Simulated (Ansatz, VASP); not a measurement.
# HfO2: VASP beside Ansatz

File POSCAR:

```
HfO2
1.0
    0.0000000000      2.5575000000      2.5575000000
    2.5575000000      0.0000000000      2.5575000000
    2.5575000000      2.5575000000      0.0000000000
Hf O
1 2
Direct
    0.0195503421     -0.0195503421     -0.0195503421
    0.2500000000      0.2500000000      0.2500000000
    0.7500000000      0.7500000000      0.7500000000
```

The input INCAR.step1:

```
SYSTEM = HfO2
  PREC = Accurate
  ENCUT = 520
  ISMEAR = 0
  SIGMA = 0.05
  LREAL = .FALSE.
  LASPH = .TRUE.
  NELM = 80
  NBANDS = 18
  GGA = PE
  ALGO = Normal
  EDIFF = 1E-4
  LWAVE = .TRUE.
  LCHARG = .FALSE.
```

The input INCAR.step2:

```
SYSTEM = HfO2
  PREC = Accurate
  ENCUT = 520
  EDIFF = 1E-6
  ISMEAR = 0
  SIGMA = 0.05
  LREAL = .FALSE.
  LASPH = .TRUE.
  NELM = 80
  ALGO = Normal
  ISIF = 2
  LWAVE = .FALSE.
  LCHARG = .TRUE.
  METAGGA = R2SCAN
  LMIXTAU = .TRUE.
  LELF = .TRUE.
  LVHAR = .TRUE.
  NBANDS = 18
  ISTART = 1
```

File KPOINTS:

```
regular mesh
0
G
  8 8 8
  0 0 0
```

Input for Ansatz:

```yaml
crystal:
  lattice:
    - [0.0, 2.5575, 2.5575]
    - [2.5575, 0.0, 2.5575]
    - [2.5575, 2.5575, 0.0]
  atoms:
    - { symbol: Hf, position: [0.0195503421, -0.0195503421, -0.0195503421] }
    - { symbol: O, position: [0.25, 0.25, 0.25] }
    - { symbol: O, position: [0.75, 0.75, 0.75] }
basis:
  ecutwfc: 500
kpoints:
  mp_grid: { grid: [8, 8, 8] }
hamiltonian:
  xc: r2scan
scf:
  occupations: { method: gaussian, width: 0.05 }
output:
  forces: true
  stress: true
  eigenvalues: true
```

Change from the starting cell: all Hf atoms moved -0.100 Å, as atom 1 along Cartesian [1 0 0].

Alike in both runs: task single point; functional r2SCAN; k mesh 8 × 8 × 8; occupations gaussian, width 0.05 eV; no spin polarisation.

|  | VASP | Ansatz |
| --- | --- | --- |
| version | VASP 6.6.1 | Ansatz 0.2.0 |
| potentials or method | VASP PAW PBE potentials, release 64 (Hf_pv, O), cutoff 520 eV | scalar-relativistic, plane waves, PAW |
| valence electrons in the cell | 22 | 38 |

VASP gave:

| Property | Result |
| --- | --- |
| gap on the k mesh at the Fermi level (eV) | 4.22 |
| least direct gap on the mesh (eV) | 4.22 |
| pressure (GPa) | -11.0 |
| traceless stress, the component that is largest in VASP (GPa) | 0.17 |
| rms of the force components (eV/Å) | 0.163 |

Q: Estimate Ansatz's values.

A: gap on the k mesh at the Fermi level (eV): 4.22; least direct gap on the mesh (eV): 4.22; pressure (GPa): -7.4; traceless stress, the component that is largest in VASP (GPa): 0.13; rms of the force components (eV/Å): 0.184.

VASP's potentials were made for PBE, not for r2SCAN. Atom by atom the forces differ by 0.021 eV/Å (rms over components). VASP's potentials hold 22 valence electrons a cell and Ansatz's 38, so a difference there can come from the potentials and not from the codes.

Neither program's run includes spin-orbit coupling.
